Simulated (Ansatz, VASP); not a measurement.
This is a calculation of SiNi3 for VASP 6.6.1.

Contents of INCAR:

```
SYSTEM = SiNi3
PREC = Accurate
ENCUT = 520
EDIFF = 1E-6
ISMEAR = 0
SIGMA = 0.016
LREAL = .FALSE.
LASPH = .TRUE.
NELM = 150
ALGO = Normal
ISIF = 2
LWAVE = .FALSE.
LCHARG = .TRUE.
ISPIN = 2
MAGMOM = 1 1 1 0
LORBIT = 11
LMAXMIX = 4
GGA = PE
LELF = .TRUE.
LVHAR = .TRUE.
NBANDS = 29
```

KPOINTS

```
Automatic mesh
0
G
  8 8 8
  0 0 0
```

File POSCAR:

```
SiNi3
1.0
    3.5420000000      0.0000000000      0.0000000000
    0.0000000000      3.5420000000      0.0000000000
    0.0000000000      0.0000000000      3.5420000000
Ni Si
3 1
Direct
    0.5000000000      0.5000000000      0.0000000000
    0.5000000000      0.0000000000      0.5000000000
    0.0000000000      0.5000000000      0.5000000000
    0.0000000000      0.0000000000      0.0000000000
```

Potentials or basis: VASP PAW PBE potentials, release 64 (Ni, Si).

The run is started by

```sh
$ cat potpaw_PBE.64/Ni/POTCAR potpaw_PBE.64/Si/POTCAR > POTCAR
$ mpirun -np 1 vasp_std > vasp.out
```

Task: Set up the same calculation for Ansatz 0.2.0. Potentials there: Ansatz PAW.

Result: As run (the cutoff follows the program's own potentials):

input.yaml

```yaml
crystal:
  lattice:
    - [3.542, 0.0, 0.0]
    - [0.0, 3.542, 0.0]
    - [0.0, 0.0, 3.542]
  atoms:
    - { symbol: Ni, position: [0.5, 0.5, 0.0], spin: 1.0 }
    - { symbol: Ni, position: [0.5, 0.0, 0.5], spin: 1.0 }
    - { symbol: Ni, position: [0.0, 0.5, 0.5], spin: 1.0 }
    - { symbol: Si, position: [0.0, 0.0, 0.0] }
hamiltonian:
  xc: pbe
  pseudopotentials: { kind: paw }
magnetization:
  spin_polarized: true
kpoints:
  mp_grid: { grid: [8, 8, 8] }
scf:
  occupations: { method: gaussian, width: 0.016 }
output:
  forces: true
  stress: true
  eigenvalues: true
```

Potentials or basis: Ansatz PAW.

Command:

```sh
$ ansatz run input.yaml --threads 1 --pin off --max-ram 3584MiB --backend cpu --events-out ev --progress --plain --runs-dir out
```

Both were run:

|  | VASP | Ansatz | Ansatz less VASP |
| --- | --- | --- | --- |
| gap on the k mesh at the Fermi level (eV) | none | none | - |
| pressure (GPa) | -6.0 | -6.0 | -0.09 |
| net moment per atom (μB) | 0.00 | 0.00 | 0.000 |

A gap of «none» marks a metal or a gap that the smearing closes. VASP's potentials hold 34 valence electrons a cell and Ansatz's 58, so a difference there can come from the potentials and not from the codes.
